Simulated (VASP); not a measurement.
**BaTiO3: single point with LDA**

The system is BaTiO3.

```
CELL_PARAMETERS angstrom
3.94330 0.00000 0.00000
0.00000 3.94330 0.00000
0.00000 0.00000 3.92836
ATOMIC_POSITIONS crystal
Ba 0.00000 0.00000 0.00000
Ti 0.50000 0.50000 0.50000
O 0.50000 0.50000 0.00000
O 0.50000 0.00000 0.50000
O 0.00000 0.50000 0.50000
```

* Program: VASP 6.6.1
* Task: single point
* Functional: LDA
* Potentials or basis: VASP PAW LDA potentials, release 64 (Ba_sv, Ti_sv, O)
* Cutoff: 600 eV
* k mesh: 8 × 8 × 8
* Occupations: gaussian, width 0.02 eV
* Spin: no spin polarisation
* Dipole correction: no
* Further INCAR settings: ALGO = Normal; EDIFF = 1e-06; NBANDS = 28

```json
{"Pressure": "1.8 GPa", "Band gap on the k mesh": "1.74 eV (least direct gap 1.83 eV)"}
```

Stress tensor (GPa, compression positive):
```
1.47 0.00 0.00
0.00 1.47 0.00
0.00 0.00 2.37
```

Levels at points of the mesh, in eV from the valence-band top:
```csv
k point,band 16,band 17,band 18,band 19,band 20,band 21,band 22,band 23,band 24,band 25
"(0.00, 0.00, 0.00)",-1.20,-1.19,-0.10,-0.10,-0.09,1.74,1.75,1.75,4.26,4.29
"(0.50, 0.00, 0.00)",-2.05,-1.91,-1.90,-0.72,-0.72,1.93,3.69,3.69,4.30,6.43
"(0.50, 0.50, 0.00)",-2.92,-1.71,-0.86,-0.86,-0.11,3.70,3.70,4.12,5.24,8.06
"(0.00, 0.00, 0.50)",-2.04,-1.95,-1.95,-0.72,-0.72,1.93,3.72,3.72,4.28,6.45
"(0.50, 0.00, 0.50)",-2.94,-1.71,-0.83,-0.83,-0.10,3.70,3.73,4.15,5.19,8.07
"(0.50, 0.50, 0.50)",-2.40,-2.36,-0.01,0.00,0.00,4.43,4.45,4.45,6.86,6.89
```

Wall time 81 s on 1 thread of Intel(R) Xeon(R) Platinum 8375C CPU @ 2.90GHz (Ice Lake), on a shared host, peak memory 0.27 GiB.

Caveat: spin-orbit coupling is left out, which moves the levels of the heavy elements. A k mesh can miss the band edges.
